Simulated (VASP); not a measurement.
# KCl (Fm-3m) in VASP: a series of runs

Runs on KCl. Level: LDA. Tasks: electric field gradients.

Program: VASP 6.6.1. These are calculated values, not measurements. Logs are shortened: lines on timing, memory, paths and dates and some standing lists are left out, and cuts for length are marked.

### 1 The cell of the first run

The structure is cubic, space group Fm-3m (No. 225). The conventional cell has a = 6.227 Å, b = 6.227 Å, c = 6.227 Å, α = 90.00°, β = 90.00°, γ = 90.00°. Within 4.1 Å of K (site symmetry m-3m) lie 6 Cl at 3.11 Å. Within 4.1 Å of Cl (site symmetry m-3m) lie 6 K at 3.11 Å.

### 2 Electric field gradients, LDA (30.18 Å³/atom)

Contents of INCAR:

```
PREC = Accurate ; ENCUT = 520
EDIFF = 1E-8 ; ISMEAR = -1
SIGMA = 0.03 ; LREAL = False
LASPH = True ; NELM = 100
ALGO = Normal ; ISIF = 2
LWAVE = False ; LCHARG = False
LEFG = True ; NBANDS = 15
```

Contents of KPOINTS:

```
regular mesh
0
Gamma
  7 7 7
```

Contents of POSCAR:

```
KCl
1.0
    0.0000000000      3.1134447711      3.1134447711
    3.1134447711      0.0000000000      3.1134447711
    3.1134447711      3.1134447711      0.0000000000
K Cl
1 1
Direct
    0.0000000000      0.0000000000      0.0000000000
    0.5000000000      0.5000000000      0.5000000000
```

Potentials or basis: VASP PAW LDA potentials, release 64 (K_sv, Cl).

Launch:

```console
$ cat potpaw_LDA.64/K_sv/POTCAR potpaw_LDA.64/Cl/POTCAR > POTCAR
$ mpirun -np 1 vasp_std > vasp.out
```

OUTCAR:

```text
PREC = Accurate
   ENCUT = 520
   EDIFF = 1E-8
   ISMEAR = -1
   LREAL = False
   LASPH = True
   NELM = 100
   ISIF = 2

 ion  position               nearest neighbor table
   1  0.000  0.000  0.000-   2 3.11   2 3.11   2 3.11   2 3.11   2 3.11   2 3.11
   2  0.500  0.500  0.500-   1 3.11   1 3.11   1 3.11   1 3.11   1 3.11   1 3.11

  LATTYP: Found a face centered cubic cell.
 ALAT       =     6.2268895422

  Lattice vectors:

 A1 = (   0.0000000000,   3.1134447711,   3.1134447711)
 A2 = (   3.1134447711,   0.0000000000,   3.1134447711)
 A3 = (   3.1134447711,   3.1134447711,   0.0000000000)

Analysis of symmetry for initial positions (statically):
=====================================================================
 Subroutine PRICEL returns:
 Original cell was already a primitive cell.

 Routine SETGRP: Setting up the symmetry group for a
 face centered cubic supercell.

 Subroutine GETGRP returns: Found 48 space group operations
 (whereof 48 operations were pure point group operations)
 out of a pool of 48 trial point group operations.

The static configuration has the point symmetry O_h .

Analysis of symmetry for dynamics (positions and initial velocities):
=====================================================================
 Subroutine PRICEL returns:
 Original cell was already a primitive cell.

 Routine SETGRP: Setting up the symmetry group for a
 face centered cubic supercell.

 Subroutine GETGRP returns: Found 48 space group operations
 (whereof 48 operations were pure point group operations)
 out of a pool of 48 trial point group operations.

The dynamic configuration has the point symmetry O_h .

 Subroutine INISYM returns: Found 48 space group operations
 (whereof 48 operations are pure point group operations),
 and found     1 'primitive' translations

----------------------------------------------------------------------------------------

                                     Primitive cell

  volume of cell :      60.3606

  direct lattice vectors                    reciprocal lattice vectors
     0.000000000  3.113444771  3.113444771    -0.160593823  0.160593823  0.160593823
     3.113444771  0.000000000  3.113444771     0.160593823 -0.160593823  0.160593823
     3.113444771  3.113444771  0.000000000     0.160593823  0.160593823 -0.160593823

  length of vectors
     4.403075821  4.403075821  4.403075821     0.278156662  0.278156662  0.278156662

  position of ions in fractional coordinates (direct lattice)
     0.000000000  0.000000000  0.000000000
     0.500000000  0.500000000  0.500000000

  ion indices of the primitive-cell ions
   primitive index   ion index
                 1           1
                 2           2

----------------------------------------------------------------------------------------

 KPOINTS: regular mesh

Automatic generation of k-mesh.
 Grid dimensions read from file:
 generate k-points for:    7    7    7

 Generating k-lattice:

  Cartesian coordinates                     Fractional coordinates (reciprocal lattice)
    -0.022941975  0.022941975  0.022941975     0.142857143  0.000000000  0.000000000
     0.022941975 -0.022941975  0.022941975     0.000000000  0.142857143  0.000000000
     0.022941975  0.022941975 -0.022941975     0.000000000  0.000000000  0.142857143

  Length of vectors
     0.039736666  0.039736666  0.039736666

  Shift w.r.t. Gamma in fractional coordinates (k-lattice)
     0.000000000  0.000000000  0.000000000

 Subroutine IBZKPT returns following result:
 ===========================================

 Found     20 irreducible k-points:

 Following reciprocal coordinates:
            Coordinates               Weight
  0.000000  0.000000  0.000000      1.000000
  0.142857  0.000000  0.000000      8.000000
  0.285714  0.000000  0.000000      8.000000
  0.428571  0.000000  0.000000      8.000000
  0.142857  0.142857  0.000000      6.000000
  0.285714  0.142857  0.000000     24.000000
[... 12 lines left out ...]
 -0.428571  0.428571  0.142857     24.000000
 -0.285714  0.428571  0.142857     24.000000
   k-points           NKPTS =     20   k-points in BZ     NKDIM =     20   number of bands    NBANDS=     15
   number of dos      NEDOS =    301   number of ions     NIONS =      2
   total plane-waves  NPLWV =  46656
   dimension x,y,z NGX =    36 NGY =   36 NGZ =   36
   dimension x,y,z NGXF=    72 NGYF=   72 NGZF=   72
   ions per type =               1   1
   NGX,Y,Z   is equivalent  to a cutoff of  13.59, 13.59, 13.59 a.u.
   NGXF,Y,Z  is equivalent  to a cutoff of  27.18, 27.18, 27.18 a.u.
 SYSTEM =  unknown system
   PREC   = accura    normal or accurate (medium, high low for compatibility)
   ISTART =      0    job   : 0-new  1-cont  2-samecut
   ICHARG =      2    charge: 1-file 2-atom 10-const
   ISPIN  =      1    spin polarized calculation?
   LNONCOLLINEAR =      F non collinear calculations
   LSORBIT =      F    spin-orbit coupling
   LASPH  =      T    aspherical Exc in radial PAW
   ENCUT  =  520.0 eV  38.22 Ry    6.18 a.u.   8.19  8.19  8.19*2*pi/ulx,y,z
   NELM   =    100;   NELMIN=  2; NELMDL= -5     # of ELM steps
   EDIFF  = 0.1E-07   stopping-criterion for ELM
   LREAL  =      F    real-space projection
   EDIFFG = 0.1E-06   stopping-criterion for IOM
   NSW    =      0    number of steps for IOM
   IBRION =     -1    ionic relax: 0-MD 1-quasi-New 2-CG
   NFREE  =      0    steps in history (QN), initial steepest desc. (CG)
   ISIF   =      2    stress and relaxation
   ISYM   =      2    0-nonsym 1-usesym 2-fastsym
   POTIM  = 0.5000    time-step for ionic-motion
   TEBEG  =    0.0;   TEEND  =   0.0 temperature during run
   PSTRESS=    0.0 pullay stress
   NELECT =      16.0000    total number of electrons
   NUPDOWN=      -1.0000    fix difference up-down
   EMIN   =  10.00;   EMAX   =-10.00  energy-range for DOS
   EFERMI =   0.00;   METHOD = LEGACY
   ISMEAR =    -1;   SIGMA  =   0.03  broadening in eV -4-tet -1-fermi 0-gaus
   EFERMI_NEDOS =   21; number of points for ismear=-14 and -15
   IALGO  =     38    algorithm
   IMIX   =      4    mixing-type and parameters
     AMIX     =   0.40;   BMIX     =  1.00
     AMIX_MAG =   1.60;   BMIX_MAG =  1.00
  volume/ion in A,a.u.               =      30.18       203.67
  Fermi-wavevector in a.u.,A,eV,Ry     =   1.051632  1.987296 15.047080  1.105929
  Thomas-Fermi vector in A             =   2.186682
   LORBIT       =      0    0 simple, 1 ext, 2 COOP (PROOUT), +10 PAW based schemes
   GGA     = CA    functional components
   LHFCALC =     F    Hartree Fock is set to
   AEXX    =    0.0000 exact exchange contribution
   IVDW    =     0    specifies the selected vdW correction
   LEPSILON=     F    determine dielectric tensor
   LRPA    =     F    only Hartree local field effects (RPA)
 non-spin polarized calculation
  energy-cutoff  :      520.00
  volume of cell :       60.36
 maximum number of plane-waves:      1641
 NGX is ok and might be reduce to    36
   NGX = 17   NGY = 17   NGZ = 17

 number of electron      16.0000002 magnetization

 Free energy of the ion-electron system (eV)
  ---------------------------------------------------
  ext. energy  EPLUGINS =         0.00000000
  ---------------------------------------------------
  free energy    TOTEN  =        -7.38964549 eV

  energy without entropy =       -7.38964549  energy(sigma->0) =       -7.38964549

 E-fermi :  -1.2307     XC(G=0):  -8.2421

 val. band max:       -1.9525544029   @ k =   0.0000   0.0000   0.0000
 cond. band min:       2.9006033721   @ k =   0.0000   0.0000   0.0000
 fundamental gap:      4.8531577750
 Fermi energy:        -1.2307455975

 k-point     1 :       0.0000    0.0000    0.0000
  band No.  band energies     occupation
      1     -28.7114      2.00000
      2     -14.0162      2.00000
      3     -12.4103      2.00000
      4     -12.4103      2.00000
      5     -12.4103      2.00000
      6      -1.9526      2.00000
      7      -1.9526      2.00000
      8      -1.9526      2.00000
      9       2.9006      0.00000
     10       6.1450      0.00000
     11       6.1450      0.00000
     12       6.1450      0.00000
     13       7.0982      0.00000
     14       7.0982      0.00000
     15      10.6258      0.00000

 k-point     2 :       0.1429    0.0000    0.0000
  band No.  band energies     occupation
      1     -28.7087      2.00000
      2     -14.0600      2.00000
      3     -12.4124      2.00000
      4     -12.4124      2.00000
      5     -12.3553      2.00000
      6      -2.2314      2.00000
      7      -2.0276      2.00000
      8      -2.0276      2.00000
      9       3.4127      0.00000
     10       5.9856      0.00000
     11       6.4117      0.00000
     12       6.4117      0.00000
     13       7.3929      0.00000
     14       7.3929      0.00000
     15      11.4294      0.00000

 k-point     3 :       0.2857    0.0000    0.0000
  band No.  band energies     occupation
      1     -28.7028      2.00000
      2     -14.1497      2.00000
      3     -12.4172      2.00000
      4     -12.4172      2.00000
      5     -12.2398      2.00000
      6      -2.7483      2.00000
      7      -2.1877      2.00000
      8      -2.1877      2.00000
      9       4.4928      0.00000
     10       5.9476      0.00000
     11       7.1576      0.00000
     12       7.1576      0.00000
     13       8.1747      0.00000
     14       8.1747      0.00000
     15      11.2660      0.00000
[... 271 lines left out ...]
 k-point    19 :      -0.4286    0.4286    0.1429
  band No.  band energies     occupation
      1     -28.6939      2.00000
      2     -13.9967      2.00000
      3     -12.5342      2.00000
      4     -12.4958      2.00000
      5     -12.3637      2.00000
      6      -2.6667      2.00000
      7      -2.3530      2.00000
      8      -2.3016      2.00000
      9       4.8165      0.00000
     10       6.3190      0.00000
     11       7.3656      0.00000
     12       8.4003      0.00000
     13       8.6554      0.00000
     14       9.4662      0.00000
     15       9.9840      0.00000

 k-point    20 :      -0.2857    0.4286    0.1429
  band No.  band energies     occupation
      1     -28.6935      2.00000
      2     -14.0275      2.00000
      3     -12.5408      2.00000
      4     -12.4962      2.00000
      5     -12.3093      2.00000
      6      -2.6056      2.00000
      7      -2.5093      2.00000
      8      -2.3588      2.00000
      9       5.4565      0.00000
     10       6.1915      0.00000
     11       7.3880      0.00000
     12       7.8241      0.00000
     13       9.3348      0.00000
     14       9.4599      0.00000
     15      10.2974      0.00000

------------------------ aborting loop because EDIFF is reached ----------------------------------------

  FORCE on cell =-STRESS in cart. coord.  units (eV):
  Direction    XX          YY          ZZ          XY          YZ          ZX
  --------------------------------------------------------------------------------------
  -------------------------------------------------------------------------------------
  Total       -0.5383835     -0.5383835     -0.5383835      0.0000000      0.0000000      0.0000000
  in kB      -14.2905475    -14.2905475    -14.2905475      0.0000000      0.0000000      0.0000000
  external PRESSURE =     -14.2905475 kB  Pullay stress =       0.0000000 kB

 VOLUME and BASIS-vectors are now :
 -----------------------------------------------------------------------------
  energy-cutoff  :      520.00
  volume of cell :       60.36
      direct lattice vectors                 reciprocal lattice vectors
     0.000000000  3.113444771  3.113444771    -0.160593823  0.160593823  0.160593823
     3.113444771  0.000000000  3.113444771     0.160593823 -0.160593823  0.160593823
     3.113444771  3.113444771  0.000000000     0.160593823  0.160593823 -0.160593823

 POSITION                                       TOTAL-FORCE (eV/Angst)
 -----------------------------------------------------------------------------------
      0.00000      0.00000      0.00000         0.000000      0.000000     -0.000000
      3.11344      3.11344      3.11344        -0.000000     -0.000000      0.000000
 -----------------------------------------------------------------------------------
    total drift:                                0.000000      0.000000      0.000000

  FREE ENERGIE OF THE ION-ELECTRON SYSTEM (eV)
  ---------------------------------------------------
  free  energy   TOTEN  =        -7.3896454940 eV

  energy  without entropy=       -7.3896454940  energy(sigma->0) =       -7.38964549

 Electric field gradients (V/A^2)
---------------------------------------------------------------------
 ion       V_xx      V_yy      V_zz      V_xy      V_xz      V_yz
---------------------------------------------------------------------
   1      -0.000    -0.000     0.000    -0.000    -0.000    -0.000
   2      -0.000    -0.000     0.000    -0.001    -0.001    -0.001
---------------------------------------------------------------------

 Electric field gradients after diagonalization (V/A^2)
 (convention: |V_zz| > |V_xx| > |V_yy|)
----------------------------------------------------------------------
 ion       V_xx      V_yy      V_zz     asymmetry (V_yy - V_xx)/ V_zz
----------------------------------------------------------------------
   1       0.000     0.000    -0.000       0.000
   2       0.001     0.001    -0.001       0.000
----------------------------------------------------------------------

           NMR quadrupolar parameters

 Cq : quadrupolar parameter    Cq=e*Q*V_zz/h
 eta: asymmetry parameters     (V_yy - V_xx)/ V_zz
 Q  : nuclear electric quadrupole moment in mb (millibarn)
----------------------------------------------------------------------
 ion       Cq(MHz)       eta       Q (mb)
----------------------------------------------------------------------
   1      -0.000       0.000       1.000
   2      -0.000       0.000       1.000
----------------------------------------------------------------------
```

It took 42 s on 1 thread of Intel Xeon 8259CL, shared host; peak memory 0.18 GiB.

What came out:

- Free energy: -7.3896 eV
- Pressure: -1.4 GPa
- Band gap on the k mesh: 4.85 eV
- Largest electric field gradient by atom: zero within the noise of the run

### 3 Electric field gradients, LDA (30.81 Å³/atom)

This run uses another cell than the first one, of 30.81 Å³/atom.

Contents of INCAR:

```
SYSTEM = KCl
PREC = Accurate ; ENCUT = 520
EDIFF = 1E-8 ; ISMEAR = -1
SIGMA = 0.03 ; LREAL = .FALSE.
LASPH = .TRUE. ; NELM = 80
ALGO = Normal ; ISIF = 2
LWAVE = .FALSE. ; LCHARG = .FALSE.
GGA = CA ; LEFG = .TRUE.
NBANDS = 15
```

Contents of KPOINTS:

```
Automatic mesh
0
G
  7 7 7
  0 0 0
```

Contents of POSCAR:

```
KCl
1.0
    0.0000000000      3.1349174826      3.1349174826
    3.1349174826      0.0000000000      3.1349174826
    3.1349174826      3.1349174826      0.0000000000
K Cl
1 1
Direct
    0.0000000000      0.0000000000      0.0000000000
    0.5000000000      0.5000000000      0.5000000000
```

Potentials or basis: VASP PAW LDA potentials, release 64 (K_sv, Cl).

Launch:

```console
$ cat potpaw_LDA.64/K_sv/POTCAR potpaw_LDA.64/Cl/POTCAR > POTCAR
$ mpirun -np 1 vasp_std > vasp.out
```

OUTCAR:

```text
SYSTEM = KCl
   PREC = Accurate
   ENCUT = 520
   EDIFF = 1E-8
   ISMEAR = -1
   LREAL = .FALSE.
   LASPH = .TRUE.
   NELM = 80
   ISIF = 2
   GGA = CA

 ion  position               nearest neighbor table
   1  0.000  0.000  0.000-   2 3.13   2 3.13   2 3.13   2 3.13   2 3.13   2 3.13
   2  0.500  0.500  0.500-   1 3.13   1 3.13   1 3.13   1 3.13   1 3.13   1 3.13

  LATTYP: Found a face centered cubic cell.
 ALAT       =     6.2698349652

  Lattice vectors:

 A1 = (   0.0000000000,   3.1349174826,   3.1349174826)
[... 566 lines left out ...]
  ---------------------------------------------------
  free  energy   TOTEN  =        -7.3774568787 eV

  energy  without entropy=       -7.3774568787  energy(sigma->0) =       -7.37745688

 Electric field gradients (V/A^2)
---------------------------------------------------------------------
 ion       V_xx      V_yy      V_zz      V_xy      V_xz      V_yz
---------------------------------------------------------------------
   1      -0.000    -0.000     0.000    -0.000    -0.000    -0.000
   2      -0.000     0.000    -0.000    -0.000    -0.000    -0.000
---------------------------------------------------------------------

 Electric field gradients after diagonalization (V/A^2)
 (convention: |V_zz| > |V_xx| > |V_yy|)
----------------------------------------------------------------------
 ion       V_xx      V_yy      V_zz     asymmetry (V_yy - V_xx)/ V_zz
----------------------------------------------------------------------
   1       0.000     0.000    -0.000       0.000
   2       0.000     0.000    -0.001       0.000
----------------------------------------------------------------------

           NMR quadrupolar parameters

 Cq : quadrupolar parameter    Cq=e*Q*V_zz/h
 eta: asymmetry parameters     (V_yy - V_xx)/ V_zz
 Q  : nuclear electric quadrupole moment in mb (millibarn)
----------------------------------------------------------------------
 ion       Cq(MHz)       eta       Q (mb)
----------------------------------------------------------------------
   1      -0.000       0.000       1.000
   2      -0.000       0.000       1.000
----------------------------------------------------------------------
```

OSZICAR:

```text
N       E                     dE             d eps       ncg     rms          rms(c)
DAV:   1     0.106730073472E+03    0.10673E+03   -0.69589E+03   600   0.951E+02
DAV:   2    -0.700185187097E+00   -0.10743E+03   -0.96885E+02   768   0.250E+02
DAV:   3    -0.740445209953E+01   -0.67043E+01   -0.66595E+01   796   0.538E+01
DAV:   4    -0.766912347116E+01   -0.26467E+00   -0.26460E+00   944   0.100E+01
DAV:   5    -0.767156930654E+01   -0.24458E-02   -0.24458E-02   817   0.108E+00    0.349E+00
DAV:   6    -0.740521844693E+01    0.26635E+00   -0.36322E-01   740   0.322E+00    0.280E+00
DAV:   7    -0.737796818177E+01    0.27250E-01   -0.59554E-02   824   0.153E+00    0.162E+00
DAV:   8    -0.737735477064E+01    0.61341E-03   -0.10560E-02   861   0.776E-01    0.231E-01
DAV:   9    -0.737733997827E+01    0.14792E-04   -0.50667E-04   797   0.133E-01    0.803E-02
DAV:  10    -0.737745532764E+01   -0.11535E-03   -0.75669E-05   685   0.628E-02    0.114E-02
DAV:  11    -0.737745643536E+01   -0.11077E-05   -0.34572E-06   893   0.130E-02    0.558E-03
DAV:  12    -0.737745690851E+01   -0.47315E-06   -0.14069E-06   691   0.810E-03    0.331E-03
DAV:  13    -0.737745687483E+01    0.33680E-07   -0.19929E-07   810   0.317E-03    0.499E-04
DAV:  14    -0.737745687869E+01   -0.38669E-08   -0.82385E-09   574   0.626E-04
   1 F= -.73774569E+01 E0= -.73774569E+01  d E =-.294712E-10
```

Run time: 42 s. Hardware: 1 thread of Intel Xeon 8259CL, shared host; peak memory 0.18 GiB.

What came out:

| Item | Value |
| --- | --- |
| Free energy | -7.3775 eV |
| Pressure | -1.8 GPa |
| Band gap on the k mesh | 4.78 eV |
| Largest electric field gradient by atom | zero within the noise of the run |
